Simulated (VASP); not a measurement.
Set up this calculation in VASP 6.6.1, as the native input.

```yaml
Task: single point
Functional: PBE
Potentials_or_basis: VASP PAW PBE potentials, release 64 (Zn, Se)
Cutoff: 500 eV
k_mesh: 6 × 6 × 6
Occupations: gaussian, width 0.01 eV
Spin: no spin polarisation
Dipole_correction: no
Further_INCAR_settings: ALGO = Normal; EDIFF = 1e-06; NBANDS = 16
```

The structure of ZnSe lies in POSCAR:

```
ZnSe
1.0
    0.0000000000      2.6111457570      2.6111457570
    2.6111457570      0.0000000000      2.6111457570
    2.6111457570      2.6111457570      0.0000000000
Zn Se
1 1
Direct
    0.0000000000      0.0000000000      0.0000000000
    0.7500000000      0.7500000000      0.7500000000
```

The input as run:

INCAR

```
ALGO = Normal
EDIFF = 1E-6
ENCUT = 500
GGA = PE
GGA_COMPAT = False
ISIF = 2
ISMEAR = 0
LASPH = True
LCHARG = False
LREAL = False
LWAVE = False
NBANDS = 16
NELM = 120
PREC = Accurate
SIGMA = 0.01
```

KPOINTS

```
k-points
0
Gamma
  6 6 6
```

Potentials or basis: VASP PAW PBE potentials, release 64 (Zn, Se).

Launch:

```console
$ cat potpaw_PBE.64/Zn/POTCAR potpaw_PBE.64/Se/POTCAR > POTCAR
$ mpirun -np 1 vasp_std > vasp.out
```

It gave:

```json
{
  "Pressure": "30.6 GPa",
  "Band gap on the k mesh": "2.30 eV (least direct gap 2.37 eV)"
}
```

Caveat: the cell stands under pressure.

It took 23 s on 1 thread of Intel Xeon 8259CL, with other jobs on the host, peak memory 0.15 GiB.
